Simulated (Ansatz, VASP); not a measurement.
**Ir: VASP beside Ansatz**

```
CELL_PARAMETERS angstrom
0.00000 1.93527 1.93527
1.93527 0.00000 1.93527
1.93527 1.93527 0.00000
ATOMIC_POSITIONS crystal
Ir 0.00000 0.00000 0.00000
```

Alike in both runs: functional PBE; k mesh 26 × 26 × 26; occupations gaussian, width 0.1 eV; no spin polarisation.

Ansatz relaxed the structure, and its values are those at the end. VASP's run is a single point on that final structure, the one shown.

```csv
,VASP,Ansatz
version,VASP 6.6.1,Ansatz 0.2.0
potentials or method,"VASP PAW PBE potentials, release 64 (Ir), cutoff 520 eV","scalar-relativistic, plane waves, PAW"
valence electrons in the cell,9,17
```

```tsv
	VASP	Ansatz	Ansatz less VASP
gap on the k mesh at the Fermi level (eV)	none	none	-
pressure (GPa)	0.5	0.0	-0.50
```

A gap of «none» marks a metal or a gap that the smearing closes. VASP's potentials hold 9 valence electrons a cell and Ansatz's 17, so a difference there can come from the potentials and not from the codes.

Neither program's run includes spin-orbit coupling.
